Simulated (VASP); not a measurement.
# In (P6_3/mmc) in VASP: further runs

The runs below take In through single point, relaxation of cell and atoms, with revPBE.

Program: VASP 6.6.1. These are calculated values, not measurements. Logs are shortened: lines on timing, memory, paths and dates and some standing lists are left out, and cuts for length are marked.

## Step 1: The cell of the first run

Symmetry: P6_3/mmc, No. 194, hexagonal system. Conventional cell: a = 3.441 Å, b = 3.441 Å, c = 5.586 Å, α = 90.00°, β = 90.00°, γ = 120.00°. In (site symmetry -6m2) has 12 In at 3.43 to 3.44 Å within 4.5 Å.

This isn't the form of In at room conditions, which is tetragonal.

## Step 2: Single point, revPBE (28.65 Å³/atom)

Contents of INCAR:

```
PREC = Accurate
ENCUT = 520
EDIFF = 1E-7
ISMEAR = -1
SIGMA = 0.1
LREAL = False
LASPH = True
NELM = 80
ALGO = Normal
ISIF = 2
LWAVE = False
LCHARG = False
GGA = RE
NBANDS = 20
```

Contents of KPOINTS:

```
Automatic mesh
0
Gamma
  12 12 7
```

Contents of POSCAR:

```
In
1.0
    3.4413944014      0.0000000000      0.0000000000
   -1.7206972007      2.9803349761      0.0000000000
    0.0000000000      0.0000000000      5.5858133161
In
2
Direct
    0.3333333333      0.6666666667      0.2500000000
    0.6666666667      0.3333333333      0.7500000000
```

Potentials or basis: VASP PAW PBE potentials, release 64 (In_d).

On the command line:

```console
cat potpaw_PBE.64/In_d/POTCAR > POTCAR
mpirun -np 1 vasp_std > vasp.out
```

OUTCAR:

```text
PREC = Accurate
   ENCUT = 520
   EDIFF = 1E-7
   ISMEAR = -1
   LREAL = False
   LASPH = True
   NELM = 80
   ISIF = 2
   GGA = RE

 ion  position               nearest neighbor table
   1  0.333  0.667  0.250-   2 3.43   2 3.43   2 3.43   2 3.43   2 3.43   2 3.43
   2  0.667  0.333  0.750-   1 3.43   1 3.43   1 3.43   1 3.43   1 3.43   1 3.43

  LATTYP: Found a hexagonal cell.
 ALAT       =     3.4413944014
 C/A-ratio  =     1.6231250082

  Lattice vectors:

 A1 = (   3.4413944014,   0.0000000000,   0.0000000000)
 A2 = (  -1.7206972007,   2.9803349761,   0.0000000000)
 A3 = (   0.0000000000,   0.0000000000,   5.5858133161)

Analysis of symmetry for initial positions (statically):
=====================================================================
 Subroutine PRICEL returns:
 Original cell was already a primitive cell.

 Routine SETGRP: Setting up the symmetry group for a
 hexagonal supercell.

 Subroutine GETGRP returns: Found 24 space group operations
 (whereof 12 operations were pure point group operations)
 out of a pool of 24 trial point group operations.

The static configuration has the point symmetry D_3d.
 The point group associated with its full space group is D_6h.

Analysis of symmetry for dynamics (positions and initial velocities):
=====================================================================
 Subroutine PRICEL returns:
 Original cell was already a primitive cell.

 Routine SETGRP: Setting up the symmetry group for a
 hexagonal supercell.

 Subroutine GETGRP returns: Found 24 space group operations
 (whereof 12 operations were pure point group operations)
 out of a pool of 24 trial point group operations.

The dynamic configuration has the point symmetry D_3d.
 The point group associated with its full space group is D_6h.

 Subroutine INISYM returns: Found 24 space group operations
 (whereof 12 operations are pure point group operations),
 and found     1 'primitive' translations

----------------------------------------------------------------------------------------

                                     Primitive cell

  volume of cell :      57.2909

  direct lattice vectors                    reciprocal lattice vectors
     3.441394401  0.000000000  0.000000000     0.290579888  0.167766377  0.000000000
    -1.720697201  2.980334976  0.000000000     0.000000000  0.335532753  0.000000000
     0.000000000  0.000000000  5.585813316     0.000000000  0.000000000  0.179024959

  length of vectors
     3.441394401  3.441394401  5.585813316     0.335532753  0.335532753  0.179024959

  position of ions in fractional coordinates (direct lattice)
     0.333333333  0.666666667  0.250000000
     0.666666667  0.333333333  0.750000000

  ion indices of the primitive-cell ions
   primitive index   ion index
                 1           1
                 2           2

----------------------------------------------------------------------------------------

 KPOINTS: Automatic mesh

Automatic generation of k-mesh.
 Grid dimensions read from file:
 generate k-points for:   12   12    7

 Generating k-lattice:

  Cartesian coordinates                     Fractional coordinates (reciprocal lattice)
     0.024214991  0.013980531  0.000000000     0.083333333 -0.000000000  0.000000000
     0.000000000  0.027961063  0.000000000     0.000000000  0.083333333  0.000000000
     0.000000000  0.000000000  0.025574994     0.000000000  0.000000000  0.142857143

  Length of vectors
     0.027961063  0.027961063  0.025574994

  Shift w.r.t. Gamma in fractional coordinates (k-lattice)
     0.000000000  0.000000000  0.000000000

 Subroutine IBZKPT returns following result:
 ===========================================

 Found     76 irreducible k-points:

 Following reciprocal coordinates:
            Coordinates               Weight
  0.000000  0.000000  0.000000      1.000000
  0.083333  0.000000  0.000000      6.000000
  0.166667  0.000000  0.000000      6.000000
  0.250000  0.000000  0.000000      6.000000
  0.333333  0.000000  0.000000      6.000000
  0.416667  0.000000  0.000000      6.000000
[... 16 lines left out ...]
  0.250000  0.000000  0.142857     12.000000
  0.333333  0.000000  0.142857     12.000000
 [... further k-points ...]
   k-points           NKPTS =     76   k-points in BZ     NKDIM =     76   number of bands    NBANDS=     20
   number of dos      NEDOS =    301   number of ions     NIONS =      2
   total plane-waves  NPLWV =  32928
   dimension x,y,z NGX =    28 NGY =   28 NGZ =   42
   dimension x,y,z NGXF=    56 NGYF=   56 NGZF=   84
   ions per type =               2
   NGX,Y,Z   is equivalent  to a cutoff of  13.53, 13.53, 12.50 a.u.
   NGXF,Y,Z  is equivalent  to a cutoff of  27.05, 27.05, 25.00 a.u.
 SYSTEM =  unknown system
   PREC   = accura    normal or accurate (medium, high low for compatibility)
   ISTART =      0    job   : 0-new  1-cont  2-samecut
   ICHARG =      2    charge: 1-file 2-atom 10-const
   ISPIN  =      1    spin polarized calculation?
   LNONCOLLINEAR =      F non collinear calculations
   LSORBIT =      F    spin-orbit coupling
   LASPH  =      T    aspherical Exc in radial PAW
   ENCUT  =  520.0 eV  38.22 Ry    6.18 a.u.   6.40  6.40 10.39*2*pi/ulx,y,z
   NELM   =     80;   NELMIN=  2; NELMDL= -5     # of ELM steps
   EDIFF  = 0.1E-06   stopping-criterion for ELM
   LREAL  =      F    real-space projection
   EDIFFG = 0.1E-05   stopping-criterion for IOM
   NSW    =      0    number of steps for IOM
   IBRION =     -1    ionic relax: 0-MD 1-quasi-New 2-CG
   NFREE  =      0    steps in history (QN), initial steepest desc. (CG)
   ISIF   =      2    stress and relaxation
   ISYM   =      2    0-nonsym 1-usesym 2-fastsym
   POTIM  = 0.5000    time-step for ionic-motion
   TEBEG  =    0.0;   TEEND  =   0.0 temperature during run
   PSTRESS=    0.0 pullay stress
   NELECT =      26.0000    total number of electrons
   NUPDOWN=      -1.0000    fix difference up-down
   EMIN   =  10.00;   EMAX   =-10.00  energy-range for DOS
   EFERMI =   0.00;   METHOD = LEGACY
   ISMEAR =    -1;   SIGMA  =   0.10  broadening in eV -4-tet -1-fermi 0-gaus
   EFERMI_NEDOS =   21; number of points for ismear=-14 and -15
   IALGO  =     38    algorithm
   IMIX   =      4    mixing-type and parameters
     AMIX     =   0.40;   BMIX     =  1.00
     AMIX_MAG =   1.60;   BMIX_MAG =  1.00
  volume/ion in A,a.u.               =      28.65       193.31
  Fermi-wavevector in a.u.,A,eV,Ry     =   1.258068  2.377403 21.534403  1.582734
  Thomas-Fermi vector in A             =   2.391695
   LORBIT       =      0    0 simple, 1 ext, 2 COOP (PROOUT), +10 PAW based schemes
   GGA     = RE    functional components
   LHFCALC =     F    Hartree Fock is set to
   AEXX    =    0.0000 exact exchange contribution
   IVDW    =     0    specifies the selected vdW correction
   LEPSILON=     F    determine dielectric tensor
   LRPA    =     F    only Hartree local field effects (RPA)
 non-spin polarized calculation
  energy-cutoff  :      520.00
  volume of cell :       57.29
 maximum number of plane-waves:      1566
 NGX is ok and might be reduce to    28
   NGX = 13   NGY = 13   NGZ = 21

 number of electron      26.0000006 magnetization

 Free energy of the ion-electron system (eV)
  ---------------------------------------------------
  ext. energy  EPLUGINS =         0.00000000
  ---------------------------------------------------
  free energy    TOTEN  =        -4.52843782 eV

  energy without entropy =       -4.49782434  energy(sigma->0) =       -4.51313108

 E-fermi :   6.6586     XC(G=0):  -9.7587

 val. band max:        6.6471764371   @ k =   0.5000   0.0000   0.0000
 cond. band min:       6.6853486432   @ k =   0.0833   0.0000   0.2857
 fundamental gap:      0.0381722061
 Fermi energy:         6.6585932044

 k-point     1 :       0.0000    0.0000    0.0000
  band No.  band energies     occupation
      1      -7.9948      2.00000
      2      -7.9518      2.00000
      3      -7.9328      2.00000
      4      -7.9328      2.00000
      5      -7.9108      2.00000
      6      -7.9108      2.00000
[... 12 lines left out ...]
     19      17.1492      0.00000
     20      17.3238      0.00000

 k-point     2 :       0.0833    0.0000    0.0000
  band No.  band energies     occupation
      1      -7.9901      2.00000
      2      -7.9579      2.00000
      3      -7.9209      2.00000
      4      -7.9178      2.00000
      5      -7.9083      2.00000
      6      -7.8964      2.00000
[... 12 lines left out ...]
     19      17.3036      0.00000
     20      17.9911      0.00000

 k-point     3 :       0.1667    0.0000    0.0000
  band No.  band energies     occupation
      1      -8.0041      2.00000
      2      -7.9462      2.00000
      3      -7.9157      2.00000
      4      -7.9009      2.00000
      5      -7.8921      2.00000
      6      -7.8767      2.00000
[... 12 lines left out ...]
     19      16.4029      0.00000
     20      17.9738      0.00000

 k-point     4 :       0.2500    0.0000    0.0000
  band No.  band energies     occupation
      1      -8.0364      2.00000
      2      -7.9397      2.00000
      3      -7.9359      2.00000
      4      -7.9120      2.00000
      5      -7.8978      2.00000
      6      -7.8242      2.00000
[... 12 lines left out ...]
     19      15.7267      0.00000
     20      17.4702      0.00000

 k-point     5 :       0.3333    0.0000    0.0000
  band No.  band energies     occupation
      1      -8.0684      2.00000
      2      -7.9747      2.00000
      3      -7.9518      2.00000
      4      -7.9306      2.00000
      5      -7.8646      2.00000
      6      -7.8182      2.00000
[... 12 lines left out ...]
     19      15.0639      0.00000
     20      16.9171      0.00000
[... 353 lines left out ...]
      6      -7.9013      2.00000
[... 12 lines left out ...]
     19      16.8792      0.00000
     20      17.8527      0.00000

 k-point    22 :       0.1667    0.0000    0.1429
  band No.  band energies     occupation
      1      -8.0021      2.00000
      2      -7.9464      2.00000
      3      -7.9325      2.00000
      4      -7.9047      2.00000
      5      -7.9033      2.00000
      6      -7.8618      2.00000
[... 12 lines left out ...]
     19      15.9915      0.00000
     20      17.7728      0.00000

 k-point    23 :       0.2500    0.0000    0.1429
  band No.  band energies     occupation
      1      -8.0329      2.00000
      2      -7.9533      2.00000
      3      -7.9432      2.00000
      4      -7.9066      2.00000
      5      -7.8849      2.00000
      6      -7.8317      2.00000
[... 12 lines left out ...]
     19      15.2747      0.00000
     20      16.9202      0.00000

 k-point    24 :       0.3333    0.0000    0.1429
  band No.  band energies     occupation
      1      -8.0632      2.00000
      2      -7.9862      2.00000
      3      -7.9555      2.00000
      4      -7.9210      2.00000
      5      -7.8602      2.00000
      6      -7.8336      2.00000
[... 12 lines left out ...]
     19      14.6235      0.00000
     20      16.4289      0.00000

 [... further k-points ...]

------------------------ aborting loop because EDIFF is reached ----------------------------------------

  FORCE on cell =-STRESS in cart. coord.  units (eV):
  Direction    XX          YY          ZZ          XY          YZ          ZX
  --------------------------------------------------------------------------------------
  -------------------------------------------------------------------------------------
  Total        0.0605318      0.0605318     -0.1593559      0.0000000      0.0000000      0.0000000
  in kB        1.6928112      1.6928112     -4.4564876      0.0000000      0.0000000      0.0000000
  external PRESSURE =      -0.3569551 kB  Pullay stress =       0.0000000 kB

 VOLUME and BASIS-vectors are now :
 -----------------------------------------------------------------------------
  energy-cutoff  :      520.00
  volume of cell :       57.29
      direct lattice vectors                 reciprocal lattice vectors
     3.441394401  0.000000000  0.000000000     0.290579888  0.167766377  0.000000000
    -1.720697201  2.980334976  0.000000000     0.000000000  0.335532753  0.000000000
     0.000000000  0.000000000  5.585813316     0.000000000  0.000000000  0.179024959

 POSITION                                       TOTAL-FORCE (eV/Angst)
 -----------------------------------------------------------------------------------
     -0.00000      1.98689      1.39645         0.000000     -0.000000      0.000000
      1.72070      0.99344      4.18936        -0.000000      0.000000      0.000000
 -----------------------------------------------------------------------------------
    total drift:                               -0.000000      0.000000     -0.000000

  FREE ENERGIE OF THE ION-ELECTRON SYSTEM (eV)
  ---------------------------------------------------
  free  energy   TOTEN  =        -4.5284378211 eV

  energy  without entropy=       -4.4978243420  energy(sigma->0) =       -4.51313108
```

Wall time 1.8 min (1 thread of Intel Xeon 8259CL, shared host); peak memory 0.21 GiB.

What came out:

* Free energy: -4.5284 eV
* Pressure: 0.0 GPa
* Band gap on the k mesh: zero (bands 13 and 14 overlap by 4.56 eV)

Stress tensor (GPa, compression positive):
```
 0.17  0.00  0.00
 0.00  0.17  0.00
 0.00  0.00 -0.45
```

Levels at points of the mesh, in eV from the Fermi level:
| k point | band 10 | band 11 | band 12 | band 13 | band 14 | band 15 | band 16 | band 17 |
| --- | --- | --- | --- | --- | --- | --- | --- | --- |
| (0.00, 0.00, 0.00) | -14.37 | -8.96 | -4.21 | -3.01 | 7.66 | 7.66 | 9.40 | 9.40 |
| (0.50, 0.00, 0.00) | -14.34 | -4.75 | -3.93 | -0.01 | 0.44 | 0.92 | 2.83 | 3.79 |

Caveat: the PAW data sets were made with another functional, which shifts forces and pressure a little; spin-orbit coupling is left out, which moves the levels of the heavy elements.

## Step 3: Single point, revPBE (29.79 Å³/atom)

This run uses another cell than the first one, of 29.79 Å³/atom.

Contents of INCAR:

```
SYSTEM = In
  PREC = Accurate
  ENCUT = 520
  EDIFF = 1E-7
  ISMEAR = -1
  SIGMA = 0.1
  LREAL = .FALSE.
  LASPH = .TRUE.
  NELM = 80
  ALGO = Normal
  ISIF = 2
  LWAVE = .FALSE.
  LCHARG = .FALSE.
  GGA = RE
  NBANDS = 20
```

Contents of KPOINTS:

```
Automatic mesh
0
G
  12 12 7
  0 0 0
```

Contents of POSCAR:

```
In
1.0
    3.4866811000      0.0000000000      0.0000000000
   -1.7433405500      3.0195544075      0.0000000000
    0.0000000000      0.0000000000      5.6593192892
In
2
Direct
    0.3333333333      0.6666666667      0.2500000000
    0.6666666667      0.3333333333      0.7500000000
```

Potentials or basis: VASP PAW PBE potentials, release 64 (In_d).

On the command line:

```console
cat potpaw_PBE.64/In_d/POTCAR > POTCAR
mpirun -np 1 vasp_std > vasp.out
```

It took 1.8 min on 1 thread of Intel Xeon 8259CL, shared host; peak memory 0.22 GiB.

It converged, with:

```yaml
Free_energy: -4.5208 eV
Pressure: -1.1 GPa
Band_gap_on_the_k_mesh: zero (bands 13 and 14 overlap by 4.35 eV)
```

Stress tensor (GPa, compression positive):
```
-0.90  0.00  0.00
 0.00 -0.90  0.00
 0.00  0.00 -1.50
```

Levels at points of the mesh, in eV from the Fermi level:
```csv
k point,band 9,band 10,band 11,band 12,band 13,band 14,band 15,band 16,band 17,band 18
"(0.00, 0.00, 0.00)",-14.37,-14.37,-8.71,-4.20,-2.85,7.41,7.41,9.09,9.09,9.70
"(0.50, 0.00, 0.00)",-14.35,-14.35,-4.69,-3.82,-0.12,0.44,0.94,2.80,3.70,6.86
```

Caveat: the PAW data sets were made with another functional, which shifts forces and pressure a little; spin-orbit coupling is left out, which moves the levels of the heavy elements.

## Step 4: Single point, revPBE (30.94 Å³/atom)

This run uses another cell than the first one, of 30.94 Å³/atom.

Contents of INCAR:

```
PREC = Accurate ; ENCUT = 520
EDIFF = 1E-6 ; ISMEAR = -1
SIGMA = 0.1 ; LREAL = False
LASPH = True ; NELM = 100
ALGO = Normal ; ISIF = 2
LWAVE = False ; LCHARG = False
GGA = RE ; NBANDS = 20
```

Contents of KPOINTS:

```
regular mesh
0
Gamma
  12 12 7
```

Contents of POSCAR:

```
In
1.0
    3.5308209896      0.0000000000      0.0000000000
   -1.7654104948      3.0577806733      0.0000000000
    0.0000000000      0.0000000000      5.7309638479
In
2
Direct
    0.3333333333      0.6666666667      0.2500000000
    0.6666666667      0.3333333333      0.7500000000
```

On the command line:

```console
cat potpaw_PBE.64/In_d/POTCAR > POTCAR
mpirun -np 1 vasp_std > vasp.out
```

Run time: 1.9 min. Hardware: 1 thread of Intel Xeon 8259CL, shared host; peak memory 0.23 GiB.

It converged, with:

```
Free energy            : -4.4997 eV
Pressure               : -2.0 GPa
Band gap on the k mesh : zero (bands 13 and 14 overlap by 4.15 eV)
```

Stress tensor (GPa, compression positive):
```
-1.76  0.00  0.00
 0.00 -1.76  0.00
 0.00  0.00 -2.34
```

Levels at points of the mesh, in eV from the Fermi level:
```
           k point  band 9  band 10  band 11  band 12  band 13  band 14  band 15  band 16  band 17  band 18
(0.00, 0.00, 0.00)  -14.38   -14.38    -8.49    -4.18    -2.71     7.17     7.17     8.80     8.80     9.37
(0.50, 0.00, 0.00)  -14.36   -14.35    -4.64    -3.74    -0.21     0.43     0.94     2.76     3.62     6.72
```

Caveat: the PAW data sets were made with another functional, which shifts forces and pressure a little; spin-orbit coupling is left out, which moves the levels of the heavy elements.

## Step 5: Single point, revPBE (32.08 Å³/atom)

This run uses another cell than the first one, of 32.08 Å³/atom.

Contents of INCAR:

```
PREC = Accurate
ENCUT = 520
EDIFF = 1E-6
ISMEAR = -1
SIGMA = 0.1
LREAL = F
LASPH = T
NELM = 100
ALGO = Normal
ISIF = 2
LWAVE = F
LCHARG = F
GGA = RE
NBANDS = 20
```

KPOINTS is that of step 4.

Contents of POSCAR:

```
In
1.0
    3.5738840263      0.0000000000      0.0000000000
   -1.7869420131      3.0950743569      0.0000000000
    0.0000000000      0.0000000000      5.8008605396
In
2
Direct
    0.3333333333      0.6666666667      0.2500000000
    0.6666666667      0.3333333333      0.7500000000
```

On the command line:

```console
cat potpaw_PBE.64/In_d/POTCAR > POTCAR
mpirun -np 1 vasp_std > vasp.out
```

It took 1.7 min on 1 thread of Intel Xeon 8259CL, shared host; peak memory 0.23 GiB.

The run converged. Its results:

```yaml
Free_energy: -4.4679 eV
Pressure: -2.6 GPa
Band_gap_on_the_k_mesh: zero (bands 13 and 14 overlap by 3.97 eV)
```

Stress tensor (GPa, compression positive):
```
-2.41  0.00  0.00
 0.00 -2.41  0.00
 0.00  0.00 -3.00
```

Levels at points of the mesh, in eV from the Fermi level:
| k point | band 9 | band 10 | band 11 | band 12 | band 13 | band 14 | band 15 | band 16 | band 17 | band 18 |
| --- | --- | --- | --- | --- | --- | --- | --- | --- | --- | --- |
| (0.00, 0.00, 0.00) | -14.39 | -14.39 | -8.29 | -4.17 | -2.59 | 6.94 | 6.94 | 8.52 | 8.52 | 9.04 |
| (0.50, 0.00, 0.00) | -14.37 | -14.37 | -4.59 | -3.67 | -0.30 | 0.42 | 0.95 | 2.73 | 3.54 | 6.59 |

Caveat: the PAW data sets were made with another functional, which shifts forces and pressure a little; spin-orbit coupling is left out, which moves the levels of the heavy elements.

## Step 6: Single point, revPBE

Contents of INCAR:

```
SYSTEM = In
PREC = Accurate
ENCUT = 520
EDIFF = 1E-7
ISMEAR = -1
SIGMA = 0.1
LREAL = .False.
LASPH = .True.
NELM = 60
ALGO = Normal
ISIF = 2
LWAVE = .False.
LCHARG = .False.
GGA = RE
NBANDS = 20
```

Contents of KPOINTS:

```
Automatic mesh
0
Gamma
  17 17 9
  0 0 0
```

Contents of POSCAR:

```
In
1.0
    3.4413944014      0.0000000000      0.0000000000
   -1.7206972007      2.9803349761      0.0000000000
    0.0000000000      0.0000000000      5.5858133161
In
2
Direct
    0.3333333333      0.6666666667      0.2500000000
    0.6666666667      0.3333333333      0.7500000000
```

Potentials or basis: VASP PAW PBE potentials, release 64 (In_d).

On the command line:

```console
cat potpaw_PBE.64/In_d/POTCAR > POTCAR
mpirun -np 1 vasp_std > vasp.out
```

Wall time 3.8 min (1 thread of Intel Xeon 8259CL, shared host); peak memory 0.28 GiB.

Results (log left out):

```
Free energy            : -4.5285 eV
Pressure               : 0.0 GPa
Band gap on the k mesh : zero (bands 13 and 14 overlap by 4.78 eV)
```

Stress tensor (GPa, compression positive):
```
0.00 0.00 0.00
0.00 0.00 0.00
0.00 0.00 0.09
```

Levels at points of the mesh, in eV from the Fermi level:
| k point | band 9 | band 10 | band 11 | band 12 | band 13 | band 14 | band 15 | band 16 | band 17 | band 18 |
| --- | --- | --- | --- | --- | --- | --- | --- | --- | --- | --- |
| (0.00, 0.00, 0.00) | -14.37 | -14.37 | -8.96 | -4.21 | -3.01 | 7.66 | 7.66 | 9.40 | 9.40 | 10.05 |

Caveat: the PAW data sets were made with another functional, which shifts forces and pressure a little; spin-orbit coupling is left out, which moves the levels of the heavy elements.

(Part 1 of 2 ends here.)
